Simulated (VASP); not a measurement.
A run of VASP 6.6.1:

Contents of INCAR:

```
ALGO = Fast
EDIFF = 1E-7
ENCUT = 520
GGA = PS
ISIF = 2
ISMEAR = 0
LASPH = True
LCHARG = False
LREAL = False
LWAVE = False
NBANDS = 28
NELM = 80
PREC = Accurate
SIGMA = 0.1
```

The input KPOINTS:

```
k-points
0
Gamma
  18 18 18
```

File POSCAR:

```
Mo
1.0
    1.4630017202      0.8446644370      6.3153392331
   -1.4630017202      0.8446644370      6.3153392331
    0.0000000000     -1.6893288740      6.3153392331
Mo
3
Direct
    0.0000000000      0.0000000000      0.0000000000
    0.2245314396      0.2245314396      0.2245314396
    0.7754685604      0.7754685604      0.7754685604
```

Potentials or basis: VASP PAW PBE potentials, release 64 (Mo_sv).

Launch:

```bash
$ cat potpaw_PBE.64/Mo_sv/POTCAR > POTCAR
$ mpirun -np 1 vasp_std > vasp.out
```

Hardware: 1 thread of Intel(R) Xeon(R) 6975P-C (Granite Rapids), on a shared host.

Q: Estimate the wall time of this run.

A: Wall time 33 min on 1 thread of Intel(R) Xeon(R) 6975P-C (Granite Rapids), on a shared host, peak memory 0.78 GiB. Counts: scf iterations 16, k points 580.
